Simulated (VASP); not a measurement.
# InPd: single point with PBE

The system is InPd.

```
In Pd
1.0
     3.27188    0.00000    0.00000
     0.00000    3.27188    0.00000
     0.00000    0.00000    3.27188
In Pd
1 1
Direct
  0.95500 0.95500 0.95500
  0.54500 0.54500 0.54500
```

This cell differs from its parent crystal: shortest bond scaled by 0.82.

* Program: VASP 6.6.1
* Task: single point
* Functional: PBE
* Potentials or basis: VASP PAW PBE potentials, release 64 (In_d, Pd)
* Cutoff: 520 eV
* k mesh: 9 × 9 × 9
* Occupations: fermi-dirac, width 0.05 eV
* Spin: no spin polarisation
* Dipole correction: no
* Further INCAR settings: ALGO = Normal; EDIFF = 1e-06; NBANDS = 18

| Quantity | Value |
| --- | --- |
| Pressure | 19.1 GPa |
| Largest force | 4.381 eV/Å |

Forces in eV/Å, atoms in the order of the input:
```
In   2.529  2.529  2.529
Pd  -2.529 -2.529 -2.529
```

Stress tensor (GPa, compression positive):
```
19.08 11.79 11.79
11.79 19.08 11.79
11.79 11.79 19.08
```

Levels at points of the mesh, in eV from the Fermi level:
```csv
k point,band 8,band 9,band 10,band 11,band 12,band 13,band 14,band 15
"(0.00, 0.00, 0.00)",-4.19,-2.63,-2.55,-2.55,4.66,4.73,4.73,8.74
```

Wall time 34 s on 1 thread of Intel Xeon 8259CL (shared host), peak memory 0.18 GiB.

Caveat: the cell differs from its parent crystal (shortest bond scaled by 0.82); spin-orbit coupling is left out, which moves the levels of the heavy elements; forces of over 1 eV/Å act on the atoms, so gaps and moduli don't describe the material at rest.
